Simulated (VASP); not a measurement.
# B2Ru (Pmmn) in VASP: a series of runs, part 2 of 2

VASP 6.6.1. Earlier steps stand in the parts before.

## Step 3: Single point, LDA

This run uses another cell than the first one, of 9.51 Å³/atom.

File INCAR:

```
SYSTEM = B2Ru
ALGO     = Normal         ! electronic algorithm
EDIFF    = 1E-7           ! SCF threshold, eV
ENCUT    = 520            ! plane-wave cutoff, eV
GGA      = CA             ! functional
ISIF     = 2              ! what is computed and relaxed
ISMEAR   = -1             ! smearing method
LASPH    = .True.         ! aspherical terms in the spheres
LCHARG   = .False.        ! write CHGCAR
LREAL    = .False.        ! projectors in reciprocal space
LWAVE    = .False.        ! write WAVECAR
NBANDS   = 29             ! bands
NELM     = 80             ! most SCF steps
PREC     = Accurate       ! precision mode
SIGMA    = 0.1            ! smearing width, eV
```

File KPOINTS:

```
k-points
0
Gamma
  9 6 7
  0 0 0
```

File POSCAR:

```
B2Ru
1.0
    2.9211907362      0.0000000000      0.0000000000
    0.0000000000      4.7361015602      0.0000000000
    0.0000000000      0.0000000000      4.1243338667
B Ru
4 2
Direct
    0.0000000000      0.8090000000      0.3610000000
    0.0000000000      0.1910000000      0.3610000000
    0.5000000000      0.3090000000      0.6390000000
    0.5000000000      0.6910000000      0.6390000000
    0.0000000000      0.0000000000      0.8492000000
    0.5000000000      0.5000000000      0.1508000000
```

Potentials or basis: VASP PAW LDA potentials, release 64 (B, Ru_pv).

The run is started by

```console
$ cat potpaw_LDA.64/B/POTCAR potpaw_LDA.64/Ru_pv/POTCAR > POTCAR
$ mpirun -np 1 vasp_std > vasp.out
```

OUTCAR:

```text
SYSTEM = B2Ru
   EDIFF = 1E-7
   ENCUT = 520
   GGA = CA
   ISIF = 2
   ISMEAR = -1
   LASPH = .True.
   LREAL = .False.
   NELM = 80
   PREC = Accurate

 ion  position               nearest neighbor table
   1  0.000  0.809  0.361-   2 1.81   4 1.94   4 1.94   5 2.21   6 2.24   6 2.24   5 2.30
   2  0.000  0.191  0.361-   1 1.81   3 1.94   3 1.94   5 2.21   6 2.24   6 2.24   5 2.30
   3  0.500  0.309  0.639-   4 1.81   2 1.94   2 1.94   6 2.21   5 2.24   5 2.24   6 2.30
   4  0.500  0.691  0.639-   3 1.81   1 1.94   1 1.94   6 2.21   5 2.24   5 2.24   6 2.30
   5  0.000  0.000  0.849-   1 2.21   2 2.21   3 2.24   4 2.24   3 2.24   4 2.24   1 2.30   2 2.30
                             6 3.05   6 3.05   6 3.05   6 3.05
   6  0.500  0.500  0.151-   3 2.21   4 2.21   1 2.24   2 2.24   1 2.24   2 2.24   3 2.30   4 2.30
                             5 3.05   5 3.05   5 3.05   5 3.05

  LATTYP: Found a simple orthorhombic cell.
 ALAT       =     2.9211907362
 B/A-ratio  =     1.4118673648
 C/A-ratio  =     1.6212914486

  Lattice vectors:

 A1 = (  -2.9211907362,   0.0000000000,   0.0000000000)
 A2 = (   0.0000000000,   0.0000000000,   4.1243338667)
 A3 = (   0.0000000000,   4.7361015602,   0.0000000000)

Analysis of symmetry for initial positions (statically):
=====================================================================
 Subroutine PRICEL returns:
 Original cell was already a primitive cell.

 Routine SETGRP: Setting up the symmetry group for a
 simple orthorhombic supercell.

 Subroutine GETGRP returns: Found  8 space group operations
 (whereof  4 operations were pure point group operations)
 out of a pool of  8 trial point group operations.

The static configuration has the point symmetry C_2v.
 The point group associated with its full space group is D_2h.

Analysis of symmetry for dynamics (positions and initial velocities):
=====================================================================
 Subroutine PRICEL returns:
 Original cell was already a primitive cell.

 Routine SETGRP: Setting up the symmetry group for a
 simple orthorhombic supercell.

 Subroutine GETGRP returns: Found  8 space group operations
 (whereof  4 operations were pure point group operations)
 out of a pool of  8 trial point group operations.

The dynamic configuration has the point symmetry C_2v.
 The point group associated with its full space group is D_2h.

 Subroutine INISYM returns: Found  8 space group operations
 (whereof  4 operations are pure point group operations),
 and found     1 'primitive' translations

----------------------------------------------------------------------------------------

                                     Primitive cell

  volume of cell :      57.0604

  direct lattice vectors                    reciprocal lattice vectors
     2.921190736  0.000000000  0.000000000     0.342326157  0.000000000  0.000000000
     0.000000000  4.736101560  0.000000000     0.000000000  0.211144121  0.000000000
     0.000000000  0.000000000  4.124333867     0.000000000  0.000000000  0.242463397

  length of vectors
     2.921190736  4.736101560  4.124333867     0.342326157  0.211144121  0.242463397

  position of ions in fractional coordinates (direct lattice)
     0.000000000  0.809000000  0.361000000
     0.000000000  0.191000000  0.361000000
     0.500000000  0.309000000  0.639000000
     0.500000000  0.691000000  0.639000000
[... 43 lines left out ...]
  0.333333  0.000000  0.000000      2.000000
  0.444444  0.000000  0.000000      2.000000
  0.000000  0.166667  0.000000      2.000000
[... 16 lines left out ...]
  0.222222  0.000000  0.142857      4.000000
  0.333333  0.000000  0.142857      4.000000
 [... further k-points ...]
   k-points           NKPTS =     80   k-points in BZ     NKDIM =     80   number of bands    NBANDS=     29
   number of dos      NEDOS =    301   number of ions     NIONS =      6
   total plane-waves  NPLWV =  27648
   dimension x,y,z NGX =    24 NGY =   36 NGZ =   32
   dimension x,y,z NGXF=    48 NGYF=   72 NGZF=   64
   ions per type =               4   2
   NGX,Y,Z   is equivalent  to a cutoff of  13.66, 12.64, 12.90 a.u.
   NGXF,Y,Z  is equivalent  to a cutoff of  27.32, 25.27, 25.80 a.u.
 SYSTEM =  B2Ru
   PREC   = accura    normal or accurate (medium, high low for compatibility)
   ISTART =      0    job   : 0-new  1-cont  2-samecut
   ICHARG =      2    charge: 1-file 2-atom 10-const
   ISPIN  =      1    spin polarized calculation?
   LNONCOLLINEAR =      F non collinear calculations
   LSORBIT =      F    spin-orbit coupling
   LASPH  =      T    aspherical Exc in radial PAW
   ENCUT  =  520.0 eV  38.22 Ry    6.18 a.u.   5.43  8.81  7.67*2*pi/ulx,y,z
   NELM   =     80;   NELMIN=  2; NELMDL= -5     # of ELM steps
   EDIFF  = 0.1E-06   stopping-criterion for ELM
   LREAL  =      F    real-space projection
   EDIFFG = 0.1E-05   stopping-criterion for IOM
   NSW    =      0    number of steps for IOM
   IBRION =     -1    ionic relax: 0-MD 1-quasi-New 2-CG
   NFREE  =      0    steps in history (QN), initial steepest desc. (CG)
   ISIF   =      2    stress and relaxation
   ISYM   =      2    0-nonsym 1-usesym 2-fastsym
   POTIM  = 0.5000    time-step for ionic-motion
   TEBEG  =    0.0;   TEEND  =   0.0 temperature during run
   PSTRESS=    0.0 pullay stress
   NELECT =      40.0000    total number of electrons
   NUPDOWN=      -1.0000    fix difference up-down
   EMIN   =  10.00;   EMAX   =-10.00  energy-range for DOS
   EFERMI =   0.00;   METHOD = LEGACY
   ISMEAR =    -1;   SIGMA  =   0.10  broadening in eV -4-tet -1-fermi 0-gaus
   EFERMI_NEDOS =   21; number of points for ismear=-14 and -15
   IALGO  =     38    algorithm
   IMIX   =      4    mixing-type and parameters
     AMIX     =   0.40;   BMIX     =  1.00
     AMIX_MAG =   1.60;   BMIX_MAG =  1.00
  volume/ion in A,a.u.               =       9.51        64.18
  Fermi-wavevector in a.u.,A,eV,Ry     =   1.454286  2.748203 28.775624  2.114949
  Thomas-Fermi vector in A             =   2.571455
   LORBIT       =      0    0 simple, 1 ext, 2 COOP (PROOUT), +10 PAW based schemes
   GGA     = CA    functional components
   LHFCALC =     F    Hartree Fock is set to
   AEXX    =    0.0000 exact exchange contribution
   IVDW    =     0    specifies the selected vdW correction
   LEPSILON=     F    determine dielectric tensor
   LRPA    =     F    only Hartree local field effects (RPA)
 non-spin polarized calculation
  energy-cutoff  :      520.00
  volume of cell :       57.06
 maximum number of plane-waves:      1557
 NGX is ok and might be reduce to    24
   NGX = 11   NGY = 17   NGZ = 15

 number of electron      39.9999994 magnetization

 Free energy of the ion-electron system (eV)
  ---------------------------------------------------
  ext. energy  EPLUGINS =         0.00000000
  ---------------------------------------------------
  free energy    TOTEN  =       -52.69115949 eV

  energy without entropy =      -52.64031952  energy(sigma->0) =      -52.66573950

 E-fermi :   9.6656     XC(G=0): -13.0040

 val. band max:        9.6415111988   @ k =   0.1111   0.1667   0.4286
 cond. band min:       9.6725232106   @ k =   0.4444   0.1667   0.1429
 fundamental gap:      0.0310120118
 Fermi energy:         9.6656026759

 k-point     1 :       0.0000    0.0000    0.0000
  band No.  band energies     occupation
      1     -33.8277      2.00000
      2     -33.7959      2.00000
      3     -33.5894      2.00000
      4     -33.3985      2.00000
      5     -33.3421      2.00000
      6     -33.2888      2.00000
[... 757 lines left out ...]
     28      16.6426      0.00000
     29      17.5678      0.00000

 [... further k-points ...]

------------------------ aborting loop because EDIFF is reached ----------------------------------------

  FORCE on cell =-STRESS in cart. coord.  units (eV):
  Direction    XX          YY          ZZ          XY          YZ          ZX
  --------------------------------------------------------------------------------------
  -------------------------------------------------------------------------------------
  Total       -8.1878577     -8.2845156    -10.0044422      0.0000000      0.0000000      0.0000000
  in kB     -229.9037909   -232.6178132   -280.9109865      0.0000000      0.0000000      0.0000000
  external PRESSURE =    -247.8108635 kB  Pullay stress =       0.0000000 kB

 VOLUME and BASIS-vectors are now :
 -----------------------------------------------------------------------------
  energy-cutoff  :      520.00
  volume of cell :       57.06
      direct lattice vectors                 reciprocal lattice vectors
     2.921190736  0.000000000  0.000000000     0.342326157  0.000000000  0.000000000
     0.000000000  4.736101560  0.000000000     0.000000000  0.211144121  0.000000000
     0.000000000  0.000000000  4.124333867     0.000000000  0.000000000  0.242463397

 POSITION                                       TOTAL-FORCE (eV/Angst)
 -----------------------------------------------------------------------------------
      0.00000      3.83151      1.48888         0.000000     -0.379421      0.146776
      0.00000      0.90460      1.48888         0.000000      0.379421      0.146776
      1.46060      1.46346      2.63545         0.000000     -0.379421     -0.146776
      1.46060      3.27265      2.63545         0.000000      0.379421     -0.146776
      0.00000      0.00000      3.50238         0.000000      0.000000     -0.777984
      1.46060      2.36805      0.62195         0.000000      0.000000      0.777984
 -----------------------------------------------------------------------------------
    total drift:                                0.000000      0.000000      0.000000

  FREE ENERGIE OF THE ION-ELECTRON SYSTEM (eV)
  ---------------------------------------------------
  free  energy   TOTEN  =       -52.6911594853 eV

  energy  without entropy=      -52.6403195244  energy(sigma->0) =      -52.66573950
```

Wall time 42 s (1 thread of Intel Xeon 6975P-C (Granite Rapids), shared host); peak memory 0.22 GiB.

Results:

| Item | Value |
| --- | --- |
| Free energy | -52.6912 eV |
| Pressure | -24.8 GPa |
| Largest force | 0.778 eV/Å |
| Band gap on the k mesh | zero (bands 20 and 21 overlap by 1.23 eV) |

Forces in eV/Å, atoms in the order of the input:
```
B    0.000 -0.379  0.147
B    0.000  0.379  0.147
B    0.000 -0.379 -0.147
B    0.000  0.379 -0.147
Ru   0.000  0.000 -0.778
Ru   0.000  0.000  0.778
```

Levels at points of the mesh, in eV from the Fermi level:
| k point | band 16 | band 17 | band 18 | band 19 | band 20 | band 21 | band 22 | band 23 | band 24 | band 25 |
| --- | --- | --- | --- | --- | --- | --- | --- | --- | --- | --- |
| (0.00, 0.00, 0.00) | -2.87 | -2.82 | -2.02 | -1.60 | -1.02 | 0.05 | 1.63 | 3.59 | 4.03 | 4.18 |
| (0.00, 0.50, 0.00) | -3.06 | -2.75 | -2.75 | -1.99 | -1.99 | 2.06 | 2.06 | 2.45 | 2.45 | 4.40 |

Caveat: the stress differs along the axes, from -28 to -23 GPa.

The gap in the log of VASP goes by the Fermi energy; the results here count the filled bands.